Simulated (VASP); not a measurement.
# BN in VASP: further runs, part 2 of 2

VASP 6.6.1. The steps go on from the part before.

### 3 Single point, PBE

INCAR reads:

```
ALGO = Normal ; DIPOL = 0.5 0.5 0.500
EDIFF = 1E-6 ; ENCUT = 520
GGA = PE ; IDIPOL = 3
ISIF = 2 ; ISMEAR = -1
LASPH = True ; LCHARG = False
LDIPOL = True ; LREAL = False
LWAVE = False ; NBANDS = 21
NELM = 80 ; PREC = Accurate
SIGMA = 0.02
```

KPOINTS reads:

```
k-points
0
Gamma
  12 8 1
```

POSCAR reads:

```
BN
1.0
    2.5630581741      0.0000000000      0.0000000000
    0.0000000000      3.6247116310      0.0000000000
    0.0000000000      0.0000000000     18.5631000000
B N
3 3
Direct
    0.2500000000      0.0843064563      0.4402900143
    0.7500000000      0.6344127657      0.4999999856
    0.2500000000      0.0843065516      0.5597099608
    0.7500000000      0.9015453098      0.4292829434
    0.2500000000      0.3938833935      0.5000000186
    0.7500000000      0.9015455231      0.5707170773
```

Potentials or basis: VASP PAW PBE potentials, release 64 (B, N).

Command:

```console
cat potpaw_PBE.64/B/POTCAR potpaw_PBE.64/N/POTCAR > POTCAR
mpirun -np 1 vasp_std > vasp.out
```

OUTCAR:

```text
EDIFF = 1E-6
   ENCUT = 520
   GGA = PE
   ISIF = 2
   ISMEAR = -1
   LASPH = True
   LREAL = False
   NELM = 80
   PREC = Accurate

 ion  position               nearest neighbor table
   1  0.250  0.084  0.440-   4 1.46   4 1.46   5 1.58
   2  0.750  0.634  0.500-   5 1.55   5 1.55   4 1.63   6 1.63
   3  0.250  0.084  0.560-   6 1.46   6 1.46   5 1.58
   4  0.750  0.902  0.429-   1 1.46   1 1.46   2 1.63
   5  0.250  0.394  0.500-   2 1.55   2 1.55   3 1.58   1 1.58
   6  0.750  0.902  0.571-   3 1.46   3 1.46   2 1.63

  LATTYP: Found a simple orthorhombic cell.
 ALAT       =     2.5630581741
 B/A-ratio  =     1.4142135624
 C/A-ratio  =     7.2425589819

  Lattice vectors:

 A1 = (   2.5630581741,   0.0000000000,   0.0000000000)
 A2 = (   0.0000000000,   3.6247116310,   0.0000000000)
 A3 = (   0.0000000000,   0.0000000000,  18.5631000000)

Analysis of symmetry for initial positions (statically):
=====================================================================
 Subroutine PRICEL returns:
 Original cell was already a primitive cell.

 Routine SETGRP: Setting up the symmetry group for a
 simple orthorhombic supercell.

 Subroutine GETGRP returns: Found  4 space group operations
 (whereof  2 operations were pure point group operations)
 out of a pool of  8 trial point group operations.

The static configuration has the point symmetry C_1h.
 The point group associated with its full space group is C_2v.

Analysis of symmetry for dynamics (positions and initial velocities):
=====================================================================
 Subroutine PRICEL returns:
 Original cell was already a primitive cell.

 Routine SETGRP: Setting up the symmetry group for a
 simple orthorhombic supercell.

 Subroutine GETGRP returns: Found  4 space group operations
 (whereof  2 operations were pure point group operations)
 out of a pool of  8 trial point group operations.

The dynamic configuration has the point symmetry C_1h.
 The point group associated with its full space group is C_2v.

 Subroutine INISYM returns: Found  4 space group operations
 (whereof  2 operations are pure point group operations),
[... 133 lines left out ...]
   LEPSILON=     F    determine dielectric tensor
   LRPA    =     F    only Hartree local field effects (RPA)
 non-spin polarized calculation
  energy-cutoff  :      520.00
  volume of cell :      172.46
 maximum number of plane-waves:      4680
 NGX is ok and might be reduce to    20
   NGX =  9   NGY = 13   NGZ = 69

 number of electron      24.0000000 magnetization

 dipolmoment           0.000000      0.000000     -0.000001 electrons x Angstroem

 Free energy of the ion-electron system (eV)
  ---------------------------------------------------
  ext. energy  EPLUGINS =         0.00000000
  ---------------------------------------------------
  free energy    TOTEN  =       -48.84228143 eV

  energy without entropy =      -48.84228134  energy(sigma->0) =      -48.84228138

 E-fermi :  -3.0889     XC(G=0):  -3.5681

 val. band max:       -3.3272740995   @ k =   0.0000   0.5000   0.0000
 cond. band min:      -2.8536830338   @ k =   0.5000   0.0000   0.0000
 fundamental gap:      0.4735910657
 Fermi energy:        -3.0888725787

 k-point     1 :       0.0000    0.0000    0.0000
  band No.  band energies     occupation
      1     -23.0195      2.00000
      2     -19.4962      2.00000
      3     -18.2650      2.00000
      4     -11.9872      2.00000
      5      -9.8189      2.00000
      6      -9.4025      2.00000
[... 565 lines left out ...]
     20       6.6196      0.00000
     21       7.0697      0.00000

 [... further k-points ...]

------------------------ aborting loop because EDIFF is reached ----------------------------------------

 vacuum level on the upper side and lower side of the slab       (xc-potential included)        -0.113        -0.113

  FORCE on cell =-STRESS in cart. coord.  units (eV):
  Direction    XX          YY          ZZ          XY          YZ          ZX
  --------------------------------------------------------------------------------------
  -------------------------------------------------------------------------------------
  Total       -3.3751762     -0.3760514     -0.0169181      0.0000000      0.0000000      0.0000000
  in kB      -31.3562847     -3.4936179     -0.1571732      0.0000000      0.0000000      0.0000000
  external PRESSURE =     -11.6690253 kB  Pullay stress =       0.0000000 kB

 VOLUME and BASIS-vectors are now :
 -----------------------------------------------------------------------------
  energy-cutoff  :      520.00
  volume of cell :      172.46
      direct lattice vectors                 reciprocal lattice vectors
     2.563058174  0.000000000  0.000000000     0.390158916  0.000000000  0.000000000
     0.000000000  3.624711631  0.000000000     0.000000000  0.275884016  0.000000000
     0.000000000  0.000000000 18.563100000     0.000000000  0.000000000  0.053870313

 POSITION                                       TOTAL-FORCE (eV/Angst)
 -----------------------------------------------------------------------------------
      0.64076      0.30559      8.17315        -0.000000      0.002798     -0.027488
      1.92229      2.29956      9.28155        -0.000000     -0.008448      0.000000
      0.64076      0.30559     10.38995        -0.000000      0.002798      0.027488
      1.92229      3.26784      7.96882         0.000000     -0.000755      0.008363
      0.64076      1.42771      9.28155        -0.000000      0.004361      0.000000
      1.92229      3.26784     10.59428        -0.000000     -0.000755     -0.008363
 -----------------------------------------------------------------------------------
    total drift:                                0.000000      0.000302     -0.000610

  FREE ENERGIE OF THE ION-ELECTRON SYSTEM (eV)
  ---------------------------------------------------
  free  energy   TOTEN  =       -48.8422814265 eV

  energy  without entropy=      -48.8422813416  energy(sigma->0) =      -48.84228138

 vacuum level on the upper side and lower side of the slab         2.824         2.824
```

Wall time 87 s (1 thread of AMD EPYC 9R45 (Zen 5), shared host); peak memory 0.28 GiB.

What came out:

| Property | Result |
| --- | --- |
| Free energy | -48.8423 eV |
| Largest force | 0.028 eV/Å |
| Band gap on the k mesh | 0.47 eV (least direct gap 0.66 eV) |

Forces on the atoms (eV/Å):
```
B    0.000  0.003 -0.027
B    0.000 -0.008  0.000
B    0.000  0.003  0.027
N    0.000 -0.001  0.008
N    0.000  0.004  0.000
N    0.000 -0.001 -0.008
```

Caveat: semilocal functionals underestimate gaps, and a narrow one can read as zero.

### 4 Single point, PBE

INCAR reads:

```
SYSTEM = BN
ALGO     = Normal         ! electronic algorithm
EDIFF    = 1E-7           ! SCF threshold, eV
ENCUT    = 520            ! plane-wave cutoff, eV
GGA      = PE             ! functional
ISIF     = 2              ! what is computed and relaxed
ISMEAR   = -1             ! smearing method
LASPH    = .True.         ! aspherical terms in the spheres
LCHARG   = .False.        ! write CHGCAR
LREAL    = .False.        ! projectors in reciprocal space
LWAVE    = .False.        ! write WAVECAR
NBANDS   = 21             ! bands
NELM     = 80             ! most SCF steps
PREC     = Accurate       ! precision mode
SIGMA    = 0.02           ! smearing width, eV
```

KPOINTS reads:

```
k-points
0
Gamma
  12 8 1
  0 0 0
```

POSCAR is that of step 3.

Command:

```console
cat potpaw_PBE.64/B/POTCAR potpaw_PBE.64/N/POTCAR > POTCAR
mpirun -np 1 vasp_std > vasp.out
```

Run time: 90 s. Hardware: 1 thread of AMD EPYC 9R45 (Zen 5), shared host; peak memory 0.28 GiB.

The run converged. Its results:

| Quantity | Value |
| --- | --- |
| Free energy | -48.8423 eV |
| Largest force | 0.028 eV/Å |
| Band gap on the k mesh | 0.47 eV (least direct gap 0.66 eV) |

Forces on the atoms (eV/Å):
```
B    0.000  0.003 -0.027
B    0.000 -0.008  0.000
B    0.000  0.003  0.027
N    0.000 -0.001  0.008
N    0.000  0.004  0.000
N    0.000 -0.001 -0.008
```

Levels at points of the mesh, in eV from the valence-band top:
```tsv
k point	band 9	band 10	band 11	band 12	band 13	band 14	band 15	band 16
(0.00, 0.00, 0.00)	-3.65	-1.86	-1.61	-0.51	3.62	5.11	5.57	6.30
(0.50, 0.00, 0.00)	-4.37	-3.54	-1.99	-0.19	0.47	4.32	6.74	8.09
(0.00, 0.50, 0.00)	-3.44	-3.02	-1.76	0.00	3.61	5.00	7.08	8.44
(0.50, 0.50, 0.00)	-4.65	-4.13	-1.14	-0.13	2.24	4.66	8.44	10.02
```

Caveat: there is no dipole correction, which matters where the two faces differ; semilocal functionals underestimate gaps, and a narrow one can read as zero.

### 5 Single point, PBE

INCAR reads:

```
ALGO = Normal
DIPOL = 0.5 0.5 0.500
EDIFF = 1E-6
ENCUT = 520
GGA = PE
IDIPOL = 3
ISIF = 2
ISMEAR = -1
LASPH = True
LCHARG = False
LDIPOL = True
LREAL = False
LWAVE = False
NBANDS = 21
NELM = 60
PREC = Accurate
SIGMA = 0.02
```

KPOINTS reads:

```
k-points
0
Gamma
  12 8 1
```

POSCAR reads:

```
BN
1.0
    2.5630581741      0.0000000000      0.0000000000
    0.0000000000      3.6247116310      0.0000000000
    0.0000000000      0.0000000000     18.5631000000
B N
3 3
Direct
    0.2500000000      0.0843054816      0.4402895207
    0.7500000000      0.6344141345      0.4999999834
    0.2500000000      0.0843055638      0.5597104506
    0.7500000000      0.9015457722      0.4292808608
    0.2500000000      0.3938830802      0.5000000191
    0.7500000000      0.9015459677      0.5707191655
```

Command:

```console
cat potpaw_PBE.64/B/POTCAR potpaw_PBE.64/N/POTCAR > POTCAR
mpirun -np 1 vasp_std > vasp.out
```

It took 84 s on 1 thread of AMD EPYC 9R45 (Zen 5), shared host; peak memory 0.28 GiB.

Results (log left out):

| Quantity | Value |
| --- | --- |
| Free energy | -48.8423 eV |
| Largest force | 0.028 eV/Å |
| Band gap on the k mesh | 0.47 eV (least direct gap 0.66 eV) |

Forces in eV/Å, atoms in the order of the input:
```
B    0.000  0.003 -0.028
B    0.000 -0.009  0.000
B    0.000  0.003  0.028
N    0.000 -0.001  0.009
N    0.000  0.004  0.000
N    0.000 -0.001 -0.009
```

Levels at points of the mesh, in eV from the valence-band top:
```tsv
k point	band 10	band 11	band 12	band 13	band 14	band 15
(0.00, 0.00, 0.00)	-1.86	-1.61	-0.51	3.62	5.11	5.57
(0.50, 0.00, 0.00)	-3.54	-1.99	-0.19	0.47	4.32	6.74
(0.00, 0.50, 0.00)	-3.02	-1.76	0.00	3.61	5.00	7.08
(0.50, 0.50, 0.00)	-4.13	-1.14	-0.13	2.24	4.66	8.43
```

Caveat: semilocal functionals underestimate gaps, and a narrow one can read as zero.
